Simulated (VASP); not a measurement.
Write the native input for VASP 6.6.1 that does the following.

```yaml
Task: single point
Functional: revPBE
Dispersion: D3(BJ)
Potentials_or_basis: VASP PAW PBE potentials, release 64 (Ta_pv, Te)
Cutoff: 520 eV
k_mesh: 10 × 10 × 10
Occupations: gaussian, width 0.05 eV
Spin: collinear spin
Starting_moments: "[2.0, 0.0] μB"
Dipole_correction: no
Further_INCAR_settings: ALGO = Normal; EDIFF = 1e-06; NBANDS = 20
```

The structure of TaTe lies in POSCAR:

```
TaTe
1.0
    0.0000000000      3.1599278669      3.1599278669
    3.1599278669      0.0000000000      3.1599278669
    3.1599278669      3.1599278669      0.0000000000
Ta Te
1 1
Direct
    0.0000000000      0.0000000000      0.0000000000
    0.2500000000      0.2500000000      0.2500000000
```

The input as run:

INCAR

```
SYSTEM = TaTe
PREC = Accurate ; ENCUT = 520
EDIFF = 1E-6 ; ISMEAR = 0
SIGMA = 0.05 ; LREAL = .FALSE.
LASPH = .TRUE. ; NELM = 150
ALGO = Normal ; ISIF = 2
LWAVE = .FALSE. ; LCHARG = .FALSE.
ISPIN = 2 ; MAGMOM = 2 0
LORBIT = 11 ; LMAXMIX = 4
GGA = RE ; IVDW = 12
NBANDS = 20
```

KPOINTS

```
regular mesh
0
G
  10 10 10
  0 0 0
```

Potentials or basis: VASP PAW PBE potentials, release 64 (Ta_pv, Te).

Command:

```sh
$ cat potpaw_PBE.64/Ta_pv/POTCAR potpaw_PBE.64/Te/POTCAR > POTCAR
$ mpirun -np 1 vasp_std > vasp.out
```

Results of the run:

```json
{
 "Pressure": "-2.6 GPa",
 "Net moment": "2.25 μB per cell",
 "Site moments": "Ta +1.52; Te -0.05 μB",
 "Valence electrons inside the program's atomic spheres": "Ta 8.78; Te 3.52",
 "Dispersion energy per atom": "-0.770 eV"
}
```

Caveat: three body term missing; the PAW data sets were made with another functional, which shifts forces and pressure a little.

Wall time 120 s on 1 thread of Intel Xeon 8259CL (shared host), peak memory 0.31 GiB.
